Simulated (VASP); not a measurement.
# Al3GaN4 (Cm) in VASP: a series of runs, part 2 of 2

VASP 6.6.1. Earlier steps stand in the parts before.

## Step 3: Single point, PBEsol (atom 1 (Al) moved -0.040 Å towards its neighbour atom 5 (N) at 1.892 Å)

The input, INCAR:

```
ALGO = Normal
EDIFF = 1E-7
ENCUT = 520
GGA = PS
ISIF = 2
ISMEAR = 0
LASPH = T
LCHARG = T
LELF = T
LREAL = F
LVHAR = T
LWAVE = F
NBANDS = 31
NELM = 60
PREC = Accurate
SIGMA = 0.05
```

The input, KPOINTS:

```
k-points
0
Gamma
  6 6 6
```

The input, POSCAR:

```
Al3GaN4
1.0
    4.4014385300      0.0000000000      0.0000000000
    0.0000000000      4.4014385300      0.0000000000
    0.0000000000      0.0000000000      4.4014385300
Al Ga N
3 1 4
Direct
    0.4948366515      0.4948366515     -0.0054102015
    0.5000000000      0.0000000000      0.5000000000
    0.0000000000      0.5000000000      0.5000000000
    0.0000000000      0.0000000000      0.0000000000
    0.7441634300      0.7441634300      0.2558365700
    0.7441634300      0.2558365700      0.7441634300
    0.2558365700      0.7441634300      0.7441634300
    0.2558365700      0.2558365700      0.2558365700
```

Potentials or basis: VASP PAW PBE potentials, release 64 (Al, Ga_d, N).

Run with:

```bash
cat potpaw_PBE.64/Al/POTCAR potpaw_PBE.64/Ga_d/POTCAR potpaw_PBE.64/N/POTCAR > POTCAR
mpirun -np 1 vasp_std > vasp.out
```

OUTCAR:

```text
EDIFF = 1E-7
   ENCUT = 520
   GGA = PS
   ISIF = 2
   ISMEAR = 0
   LASPH = T
   LREAL = F
   NELM = 60
   PREC = Accurate

 ion  position               nearest neighbor table
   1  0.495  0.495  0.995-   6 1.88   7 1.88   8 1.88   5 1.93   2 3.08   3 3.08   4 3.08   2 3.11
                             3 3.11   4 3.11   4 3.11   3 3.11   2 3.11   2 3.15   3 3.15
   2  0.500  0.000  0.500-   5 1.89   6 1.89   7 1.89   8 1.89   1 3.08   1 3.11   4 3.11   4 3.11
                             3 3.11   3 3.11   3 3.11   4 3.11   4 3.11   3 3.11   1 3.11   1 3.15
   3  0.000  0.500  0.500-   5 1.89   6 1.89   7 1.89   8 1.89   1 3.08   1 3.11   4 3.11   4 3.11
                             2 3.11   4 3.11   4 3.11   2 3.11   2 3.11   2 3.11   1 3.11   1 3.15
   4  0.000  0.000  0.000-   5 1.95   6 1.95   7 1.95   8 1.95   1 3.08   2 3.11   3 3.11   2 3.11
                             3 3.11   3 3.11   3 3.11   2 3.11   2 3.11   1 3.11   1 3.11
   5  0.744  0.744  0.256-   2 1.89   3 1.89   1 1.93   4 1.95
   6  0.744  0.256  0.744-   1 1.88   2 1.89   3 1.89   4 1.95
   7  0.256  0.744  0.744-   1 1.88   2 1.89   3 1.89   4 1.95
   8  0.256  0.256  0.256-   1 1.88   2 1.89   3 1.89   4 1.95

  LATTYP: Found a simple cubic cell.
 ALAT       =     4.4014385300

  Lattice vectors:

 A1 = (   4.4014385300,   0.0000000000,   0.0000000000)
 A2 = (   0.0000000000,   4.4014385300,   0.0000000000)
 A3 = (   0.0000000000,   0.0000000000,   4.4014385300)

Analysis of symmetry for initial positions (statically):
=====================================================================
 Subroutine PRICEL returns:
 Original cell was already a primitive cell.

 Routine SETGRP: Setting up the symmetry group for a
 simple cubic supercell.

 Subroutine GETGRP returns: Found  2 space group operations
 (whereof  2 operations were pure point group operations)
 out of a pool of 48 trial point group operations.

The static configuration has the point symmetry C_1h.

Analysis of symmetry for dynamics (positions and initial velocities):
=====================================================================
 Subroutine PRICEL returns:
[... 150 lines left out ...]
   LEPSILON=     F    determine dielectric tensor
   LRPA    =     F    only Hartree local field effects (RPA)
 non-spin polarized calculation
 Gauss-broadening in eV      SIGMA  =   0.05
  energy-cutoff  :      520.00
  volume of cell :       85.27
 maximum number of plane-waves:      2320
 NGX is ok and might be reduce to    36
   NGX = 17   NGY = 17   NGZ = 17

 number of electron      41.9999993 magnetization

 Free energy of the ion-electron system (eV)
  ---------------------------------------------------
  ext. energy  EPLUGINS =         0.00000000
  ---------------------------------------------------
  free energy    TOTEN  =       -59.93330655 eV

  energy without entropy =      -59.93330655  energy(sigma->0) =      -59.93330655

 E-fermi :   5.8940     XC(G=0): -11.3458

 val. band max:        5.6779231811   @ k =   0.0000   0.0000   0.0000
 cond. band min:       8.8472243976   @ k =   0.0000   0.0000   0.0000
 fundamental gap:      3.1693012165
 Fermi energy:         5.8939888378

 k-point     1 :       0.0000    0.0000    0.0000
  band No.  band energies     occupation
      1      -9.5272      2.00000
      2      -7.7682      2.00000
      3      -7.7668      2.00000
      4      -7.7150      2.00000
      5      -6.9667      2.00000
      6      -6.9666      2.00000
[... 805 lines left out ...]
     30      16.1801      0.00000
     31      16.3168      0.00000

 [... further k-points ...]

------------------------ aborting loop because EDIFF is reached ----------------------------------------

  FORCE on cell =-STRESS in cart. coord.  units (eV):
  Direction    XX          YY          ZZ          XY          YZ          ZX
  --------------------------------------------------------------------------------------
  -------------------------------------------------------------------------------------
  Total        0.4078497      0.4078497      0.4094117     -0.2196190     -0.1778006     -0.1778006
  in kB        7.6634934      7.6634934      7.6928430     -4.1266404     -3.3408723     -3.3408722
  external PRESSURE =       7.6732766 kB  Pullay stress =       0.0000000 kB

 VOLUME and BASIS-vectors are now :
 -----------------------------------------------------------------------------
  energy-cutoff  :      520.00
  volume of cell :       85.27
      direct lattice vectors                 reciprocal lattice vectors
     4.401438530  0.000000000  0.000000000     0.227198447  0.000000000  0.000000000
     0.000000000  4.401438530  0.000000000     0.000000000  0.227198447  0.000000000
     0.000000000  0.000000000  4.401438530     0.000000000  0.000000000  0.227198447

 POSITION                                       TOTAL-FORCE (eV/Angst)
 -----------------------------------------------------------------------------------
      2.17799      2.17799      4.37763         0.434730      0.434730      0.485034
      2.20072      0.00000      2.20072         0.070423     -0.104285     -0.109054
      0.00000      2.20072      2.20072        -0.104285      0.070423     -0.109054
      0.00000      0.00000      0.00000        -0.106418     -0.106418      0.080563
      3.27539      3.27539      1.12605        -0.102493     -0.102493     -0.245275
      3.27539      1.12605      3.27539         0.094679     -0.152934     -0.032589
      1.12605      3.27539      3.27539        -0.152934      0.094679     -0.032589
      1.12605      1.12605      1.12605        -0.133702     -0.133702     -0.037035
 -----------------------------------------------------------------------------------
    total drift:                                0.000009      0.000009     -0.000014

  FREE ENERGIE OF THE ION-ELECTRON SYSTEM (eV)
  ---------------------------------------------------
  free  energy   TOTEN  =       -59.9333065477 eV

  energy  without entropy=      -59.9333065477  energy(sigma->0) =      -59.93330655
```

stdout:

```text
POSCAR found type information on POSCAR AlGaN
 POSCAR found :  3 types and       8 ions
 scaLAPACK will be used
 -----------------------------------------------------------------------------
|                                                                             |
|                                                                             |
|     You enforced a specific xc type in the INCAR file but a different       |
|     I HOPE YOU KNOW WHAT YOU ARE DOING!                                     |
|                                                                             |
 -----------------------------------------------------------------------------

 LDA part: xc-table for (Slater+PW92), standard interpolation
 POSCAR, INCAR and KPOINTS ok, starting setup
 FFT: planning ... GRIDC
 FFT: planning ... GRID_SOFT
 FFT: planning ... GRID
 WAVECAR not read
 entering main loop
```

It took 2.1 min on 1 thread of Intel Xeon Platinum 8488C (Sapphire Rapids), shared host; peak memory 0.3 GiB.

What came out:

| Quantity | Value |
| --- | --- |
| Free energy | -59.9333 eV |
| Pressure | 0.8 GPa |
| Largest force | 0.783 eV/Å |
| Band gap on the k mesh | 3.17 eV, direct |

Forces in eV/Å, atoms in the order of the input:
```
Al   0.435  0.435  0.485
Al   0.070 -0.104 -0.109
Al  -0.104  0.070 -0.109
Ga  -0.106 -0.106  0.081
N   -0.102 -0.102 -0.245
N    0.095 -0.153 -0.033
N   -0.153  0.095 -0.033
N   -0.134 -0.134 -0.037
```

Stress tensor (GPa, compression positive):
```
 0.77 -0.41 -0.33
-0.41  0.77 -0.33
-0.33 -0.33  0.77
```

Caveat: the cell differs from its parent crystal (atom 1 (Al) moved -0.040 Å towards its neighbour atom 5 (N) at 1.892 Å); the PAW data sets were made with another functional, which shifts forces and pressure a little.
